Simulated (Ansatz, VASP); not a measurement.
**Two plane-wave programs on Ca**

```
Ca
1.0
     0.00000    4.39285    4.39285
     4.39285    0.00000    4.39285
     4.39285    4.39285    0.00000
Ca
2
Direct
  0.12500 0.12500 0.12500
  0.87500 0.87500 0.87500
```

Alike in both runs: task single point; functional BLYP; k mesh 7 × 7 × 7; occupations fermi-dirac, width 0.1 eV; no spin polarisation.

|  | VASP | Ansatz |
| --- | --- | --- |
| version | VASP 6.6.1 | Ansatz 0.2.0 |
| potentials or method | VASP PAW PBE potentials, release 64 (Ca_sv), cutoff 520 eV | plane waves (420 eV) with PAW, scalar-relativistic |
| valence electrons in the cell | 20 | 20 |

```csv
,VASP,Ansatz,Ansatz less VASP
pressure (GPa),0.3,0.3,0.00
```

VASP's potentials were made for PBE, not for BLYP.
